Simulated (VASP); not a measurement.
# Si (P6_3/mmc) in VASP: notebook, part 2 of 3

VASP 6.6.1. Earlier steps stand in the parts before.

## Step 4: Single point, RPBE (15.20 Å³/atom)

This run uses another cell than the first one, of 15.20 Å³/atom.

File INCAR:

```
  PREC = Accurate
  ENCUT = 520
  EDIFF = 1E-6
  ISMEAR = -1
  SIGMA = 0.1
  LREAL = False
  LASPH = True
  NELM = 80
  ALGO = Normal
  ISIF = 2
  LWAVE = False
  LCHARG = True
  GGA = RP
  LELF = True
  LVHAR = True
  NBANDS = 16
```

File KPOINTS:

```
Automatic mesh
0
Gamma
  15 15 4
```

File POSCAR:

```
Si
1.0
    2.7663852959      0.0000000000      0.0000000000
   -1.3831926479      2.3957599429      0.0000000000
    0.0000000000      0.0000000000      9.1763538639
Si
4
Direct
    0.0000000000      0.0000000000      0.0000000000
    0.0000000000      0.0000000000      0.5000000000
    0.3333333333      0.6666666667      0.2500000000
    0.6666666667      0.3333333333      0.7500000000
```

Potentials or basis: VASP PAW PBE potentials, release 64 (Si).

The run is started by

```
> cat potpaw_PBE.64/Si/POTCAR > POTCAR
> mpirun -np 1 vasp_std > vasp.out
```

OUTCAR:

```text
PREC = Accurate
   ENCUT = 520
   EDIFF = 1E-6
   ISMEAR = -1
   LREAL = False
   LASPH = True
   NELM = 80
   ISIF = 2
   GGA = RP

 ion  position               nearest neighbor table
   1  0.000  0.000  0.000-   3 2.80   4 2.80   3 2.80   4 2.80   4 2.80   3 2.80
   2  0.000  0.000  0.500-   3 2.80   4 2.80   3 2.80   4 2.80   4 2.80   3 2.80
   3  0.333  0.667  0.250-   1 2.80   2 2.80   1 2.80   2 2.80   1 2.80   2 2.80
   4  0.667  0.333  0.750-   1 2.80   2 2.80   1 2.80   2 2.80   1 2.80   2 2.80

  LATTYP: Found a hexagonal cell.
 ALAT       =     2.7663852959
 C/A-ratio  =     3.3170917578

  Lattice vectors:

 A1 = (   2.7663852959,   0.0000000000,   0.0000000000)
 A2 = (  -1.3831926479,   2.3957599429,   0.0000000000)
 A3 = (   0.0000000000,   0.0000000000,   9.1763538639)

Analysis of symmetry for initial positions (statically):
=====================================================================
 Subroutine PRICEL returns:
 Original cell was already a primitive cell.

 Routine SETGRP: Setting up the symmetry group for a
 hexagonal supercell.

 Subroutine GETGRP returns: Found 24 space group operations
[... 174 lines left out ...]
 cond. band min:       9.6549504068   @ k =   0.3333   0.0667   0.5000
 fundamental gap:      0.0871407876
 Fermi energy:         9.5876538185

 k-point     1 :       0.0000    0.0000    0.0000
  band No.  band energies     occupation
      1      -4.4036      2.00000
      2      -2.6883      2.00000
      3      -2.6876      2.00000
      4       1.9289      2.00000
      5       2.8910      2.00000
      6      10.5788      0.00010
[... 433 lines left out ...]
      3       4.0433      2.00000
      4       4.1466      2.00000
      5       4.3850      2.00000
      6       4.4110      2.00000
[... 8 lines left out ...]
     15      14.1106      0.00000
     16      15.9847      0.00000

 [... further k-points ...]

------------------------ aborting loop because EDIFF is reached ----------------------------------------

  FORCE on cell =-STRESS in cart. coord.  units (eV):
  Direction    XX          YY          ZZ          XY          YZ          ZX
  --------------------------------------------------------------------------------------
  -------------------------------------------------------------------------------------
  Total       -1.5308470     -1.5308470     -0.8267337     -0.0000000      0.0000000      0.0000000
  in kB      -40.3288893    -40.3288893    -21.7796102     -0.0000000      0.0000000      0.0000000
  external PRESSURE =     -34.1457963 kB  Pullay stress =       0.0000000 kB

 VOLUME and BASIS-vectors are now :
 -----------------------------------------------------------------------------
  energy-cutoff  :      520.00
  volume of cell :       60.82
      direct lattice vectors                 reciprocal lattice vectors
     2.766385296  0.000000000  0.000000000     0.361482546  0.208702045  0.000000000
    -1.383192648  2.395759943  0.000000000     0.000000000  0.417404090  0.000000000
     0.000000000  0.000000000  9.176353864     0.000000000  0.000000000  0.108975745

 POSITION                                       TOTAL-FORCE (eV/Angst)
 -----------------------------------------------------------------------------------
      0.00000      0.00000      0.00000        -0.000000      0.000000     -0.000000
      0.00000      0.00000      4.58818        -0.000000      0.000000     -0.000000
     -0.00000      1.59717      2.29409         0.000000     -0.000000      0.000000
      1.38319      0.79859      6.88227        -0.000000      0.000000      0.000000
 -----------------------------------------------------------------------------------
    total drift:                               -0.000000      0.000000     -0.000000

  FREE ENERGIE OF THE ION-ELECTRON SYSTEM (eV)
  ---------------------------------------------------
  free  energy   TOTEN  =       -18.4106733344 eV

  energy  without entropy=      -18.3461398074  energy(sigma->0) =      -18.37840657
```

stdout:

```text
POSCAR found type information on POSCAR Si
 POSCAR found :  1 types and       4 ions
 scaLAPACK will be used
 -----------------------------------------------------------------------------
|                                                                             |
|                                                                             |
|     You enforced a specific xc type in the INCAR file but a different       |
|     I HOPE YOU KNOW WHAT YOU ARE DOING!                                     |
|                                                                             |
 -----------------------------------------------------------------------------

 LDA part: xc-table for (Slater+PW92), standard interpolation
 POSCAR, INCAR and KPOINTS ok, starting setup
 FFT: planning ... GRIDC
 FFT: planning ... GRID_SOFT
 FFT: planning ... GRID
 WAVECAR not read
 entering main loop
```

Run time: 53 s. Hardware: 1 thread of Intel Xeon Platinum 8375C at 2.90GHz (Ice Lake), shared host; peak memory 0.21 GiB.

What came out:

```
Free energy            : -18.4107 eV
Pressure               : -3.4 GPa
Band gap on the k mesh : zero (bands 8 and 9 overlap by 11.95 eV)
```

Stress tensor (GPa, compression positive):
```
-4.03  0.00  0.00
 0.00 -4.03  0.00
 0.00  0.00 -2.18
```

Caveat: the cell stands under tension; the PAW data sets were made with another functional, which shifts forces and pressure a little.

## Step 5: Single point, RPBE (15.79 Å³/atom)

This run uses another cell than the first one, of 15.79 Å³/atom.

File INCAR:

```
SYSTEM = Si
PREC = Accurate ; ENCUT = 520
EDIFF = 1E-6 ; ISMEAR = -1
SIGMA = 0.1 ; LREAL = .False.
LASPH = .True. ; NELM = 80
ALGO = Normal ; ISIF = 2
LWAVE = .False. ; LCHARG = .False.
GGA = RP ; NBANDS = 16
```

File KPOINTS:

```
regular mesh
0
Gamma
  15 15 4
  0 0 0
```

File POSCAR:

```
Si
1.0
    2.8014065491      0.0000000000      0.0000000000
   -1.4007032745      2.4260892378      0.0000000000
    0.0000000000      0.0000000000      9.2925225742
Si
4
Direct
    0.0000000000      0.0000000000      0.0000000000
    0.0000000000      0.0000000000      0.5000000000
    0.3333333333      0.6666666667      0.2500000000
    0.6666666667      0.3333333333      0.7500000000
```

Potentials or basis: VASP PAW PBE potentials, release 64 (Si).

The run is started by

```
> cat potpaw_PBE.64/Si/POTCAR > POTCAR
> mpirun -np 1 vasp_std > vasp.out
```

OUTCAR:

```text
SYSTEM = Si
   PREC = Accurate
   ENCUT = 520
   EDIFF = 1E-6
   ISMEAR = -1
   LREAL = .False.
   LASPH = .True.
   NELM = 80
   ISIF = 2
   GGA = RP

 ion  position               nearest neighbor table
   1  0.000  0.000  0.000-   3 2.83   4 2.83   3 2.83   4 2.83   4 2.83   3 2.83
   2  0.000  0.000  0.500-   3 2.83   4 2.83   3 2.83   4 2.83   4 2.83   3 2.83
   3  0.333  0.667  0.250-   1 2.83   2 2.83   1 2.83   2 2.83   1 2.83   2 2.83
   4  0.667  0.333  0.750-   1 2.83   2 2.83   1 2.83   2 2.83   1 2.83   2 2.83

  LATTYP: Found a hexagonal cell.
 ALAT       =     2.8014065491
 C/A-ratio  =     3.3170917578

  Lattice vectors:

 A1 = (   2.8014065491,   0.0000000000,   0.0000000000)
 A2 = (  -1.4007032745,   2.4260892378,   0.0000000000)
 A3 = (   0.0000000000,   0.0000000000,   9.2925225742)

Analysis of symmetry for initial positions (statically):
=====================================================================
 Subroutine PRICEL returns:
 Original cell was already a primitive cell.

 Routine SETGRP: Setting up the symmetry group for a
 hexagonal supercell.

 Subroutine GETGRP returns: Found 24 space group operations
 (whereof 12 operations were pure point group operations)
 out of a pool of 24 trial point group operations.

The static configuration has the point symmetry D_3d.
 The point group associated with its full space group is D_6h.

Analysis of symmetry for dynamics (positions and initial velocities):
=====================================================================
 Subroutine PRICEL returns:
 Original cell was already a primitive cell.

 Routine SETGRP: Setting up the symmetry group for a
 hexagonal supercell.

 Subroutine GETGRP returns: Found 24 space group operations
 (whereof 12 operations were pure point group operations)
 out of a pool of 24 trial point group operations.

The dynamic configuration has the point symmetry D_3d.
 The point group associated with its full space group is D_6h.

[... 124 lines left out ...]
  Fermi-wavevector in a.u.,A,eV,Ry     =   1.035880  1.957529 14.599687  1.073047
  Thomas-Fermi vector in A             =   2.170244
   LORBIT       =      0    0 simple, 1 ext, 2 COOP (PROOUT), +10 PAW based schemes
   GGA     = RP    functional components
   LHFCALC =     F    Hartree Fock is set to
   AEXX    =    0.0000 exact exchange contribution
   IVDW    =     0    specifies the selected vdW correction
   LEPSILON=     F    determine dielectric tensor
   LRPA    =     F    only Hartree local field effects (RPA)
 non-spin polarized calculation
  energy-cutoff  :      520.00
  volume of cell :       63.16
 maximum number of plane-waves:      1717
 NGX is ok and might be reduce to    24
   NGX = 11   NGY = 11   NGZ = 35

 number of electron      16.0000001 magnetization

 Free energy of the ion-electron system (eV)
  ---------------------------------------------------
  ext. energy  EPLUGINS =         0.00000000
  ---------------------------------------------------
  free energy    TOTEN  =       -18.34334680 eV

  energy without entropy =      -18.27627181  energy(sigma->0) =      -18.30980931

 E-fermi :   9.1075     XC(G=0): -10.8336

 val. band max:        9.0827251204   @ k =   0.2667   0.2000   0.0000
 cond. band min:       9.1134895327   @ k =   0.2000   0.2000   0.2500
 fundamental gap:      0.0307644123
 Fermi energy:         9.1074915927

 k-point     1 :       0.0000    0.0000    0.0000
  band No.  band energies     occupation
      1      -4.5438      2.00000
      2      -2.8736      2.00000
      3      -2.8728      2.00000
      4       1.5576      2.00000
      5       2.6542      2.00000
      6      10.0811      0.00012
[... 433 lines left out ...]
      3       3.6118      2.00000
      4       3.8545      2.00000
      5       4.0078      2.00000
      6       4.1034      2.00000
[... 8 lines left out ...]
     15      13.5423      0.00000
     16      15.2747      0.00000

 [... further k-points ...]

------------------------ aborting loop because EDIFF is reached ----------------------------------------

  FORCE on cell =-STRESS in cart. coord.  units (eV):
  Direction    XX          YY          ZZ          XY          YZ          ZX
  --------------------------------------------------------------------------------------
  -------------------------------------------------------------------------------------
  Total       -2.4879859     -2.4879859     -1.8290160     -0.0000000      0.0000000      0.0000000
  in kB      -63.1163625    -63.1163625    -46.3993139     -0.0000000      0.0000000      0.0000000
  external PRESSURE =     -57.5440129 kB  Pullay stress =       0.0000000 kB

 VOLUME and BASIS-vectors are now :
 -----------------------------------------------------------------------------
  energy-cutoff  :      520.00
  volume of cell :       63.16
      direct lattice vectors                 reciprocal lattice vectors
     2.801406549  0.000000000  0.000000000     0.356963540  0.206092996  0.000000000
    -1.400703275  2.426089238  0.000000000     0.000000000  0.412185992  0.000000000
     0.000000000  0.000000000  9.292522574     0.000000000  0.000000000  0.107613406

 POSITION                                       TOTAL-FORCE (eV/Angst)
 -----------------------------------------------------------------------------------
      0.00000      0.00000      0.00000         0.000000      0.000000      0.000000
      0.00000      0.00000      4.64626         0.000000      0.000000      0.000000
     -0.00000      1.61739      2.32313        -0.000000      0.000000     -0.000000
      1.40070      0.80870      6.96939         0.000000     -0.000000      0.000000
 -----------------------------------------------------------------------------------
    total drift:                               -0.000000      0.000000     -0.000000

  FREE ENERGIE OF THE ION-ELECTRON SYSTEM (eV)
  ---------------------------------------------------
  free  energy   TOTEN  =       -18.3433467993 eV

  energy  without entropy=      -18.2762718141  energy(sigma->0) =      -18.30980931
```

OSZICAR:

```text
N       E                     dE             d eps       ncg     rms          rms(c)
DAV:   1     0.194358911930E+02    0.19436E+02   -0.60639E+03  2592   0.820E+02
DAV:   2    -0.172508203669E+02   -0.36687E+02   -0.34272E+02  3536   0.117E+02
DAV:   3    -0.184240036163E+02   -0.11732E+01   -0.11586E+01  3472   0.179E+01
DAV:   4    -0.184303916994E+02   -0.63881E-02   -0.63866E-02  3184   0.176E+00
DAV:   5    -0.184304337045E+02   -0.42005E-04   -0.42004E-04  3424   0.122E-01    0.561E+00
DAV:   6    -0.183750048033E+02    0.55429E-01   -0.17052E-02  2968   0.609E-01    0.306E+00
DAV:   7    -0.183437010859E+02    0.31304E-01   -0.31270E-02  3104   0.811E-01    0.228E-01
DAV:   8    -0.183433561058E+02    0.34498E-03   -0.61335E-04  3440   0.143E-01    0.369E-02
DAV:   9    -0.183433540684E+02    0.20374E-05   -0.11205E-05  3176   0.180E-02    0.117E-02
DAV:  10    -0.183433476541E+02    0.64143E-05   -0.43049E-07  2296   0.417E-03    0.924E-03
DAV:  11    -0.183433467993E+02    0.85480E-06   -0.37761E-08  1680   0.134E-03
   1 F= -.18343347E+02 E0= -.18309809E+02  d E =-.670750E-01
```

stdout:

```text
POSCAR found type information on POSCAR Si
 POSCAR found :  1 types and       4 ions
 scaLAPACK will be used
 -----------------------------------------------------------------------------
|                                                                             |
|                                                                             |
|     You enforced a specific xc type in the INCAR file but a different       |
|     I HOPE YOU KNOW WHAT YOU ARE DOING!                                     |
|                                                                             |
 -----------------------------------------------------------------------------

 LDA part: xc-table for (Slater+PW92), standard interpolation
 POSCAR, INCAR and KPOINTS ok, starting setup
 FFT: planning ... GRIDC
 FFT: planning ... GRID_SOFT
 FFT: planning ... GRID
 WAVECAR not read
 entering main loop
```

Wall time 62 s (1 thread of Intel Xeon Platinum 8375C at 2.90GHz (Ice Lake), shared host); peak memory 0.21 GiB.

What came out:

- Free energy: -18.3433 eV
- Pressure: -5.8 GPa
- Band gap on the k mesh: zero (bands 8 and 9 overlap by 11.54 eV)

Stress tensor (GPa, compression positive):
```
-6.31  0.00  0.00
 0.00 -6.31  0.00
 0.00  0.00 -4.64
```

Caveat: the cell stands under tension; the PAW data sets were made with another functional, which shifts forces and pressure a little.

(Continued in part 3 of 3.)

The gap in the log of VASP goes by the Fermi energy; the results here count the filled bands.